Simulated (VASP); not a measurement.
A run of VASP 6.6.1 is set up as follows.

The input INCAR:

```
PREC = Accurate
ENCUT = 500
EDIFF = 1E-6
ISMEAR = 0
SIGMA = 0.1
LREAL = F
LASPH = T
NELM = 120
ALGO = Normal
ISIF = 2
LWAVE = F
LCHARG = F
GGA = PE
NBANDS = 16
GGA_COMPAT = F
```

Contents of KPOINTS:

```
Automatic mesh
0
Gamma
  6 6 4
```

File POSCAR:

```
InAs
1.0
    3.4121371000      0.0000000000      0.0000000000
   -1.7060685500      2.9549974100      0.0000000000
    0.0000000000      0.0000000000      5.5676972900
In As
1 1
Direct
    0.0000000000      0.0000000000      0.0000000000
    0.0000000000      0.0000000000      0.5000000000
```

Potentials or basis: VASP PAW PBE potentials, release 64 (In_d, As).

Launch:

```console
$ cat potpaw_PBE.64/In_d/POTCAR potpaw_PBE.64/As/POTCAR > POTCAR
$ mpirun -np 1 vasp_std > vasp.out
```

Question: Predict the pressure.

Answer: -5.5 GPa.

Question: Estimate the band gap on the k mesh.

Answer: Zero (band 9 reaches 7.38 eV, above the bottom of band 10 at 3.19 eV).

Stress tensor (GPa, compression positive):
```
-8.45  0.00  0.00
 0.00 -8.45  0.00
 0.00  0.00  0.39
```

Caveat: spin-orbit coupling is left out, which moves the levels of the heavy elements.
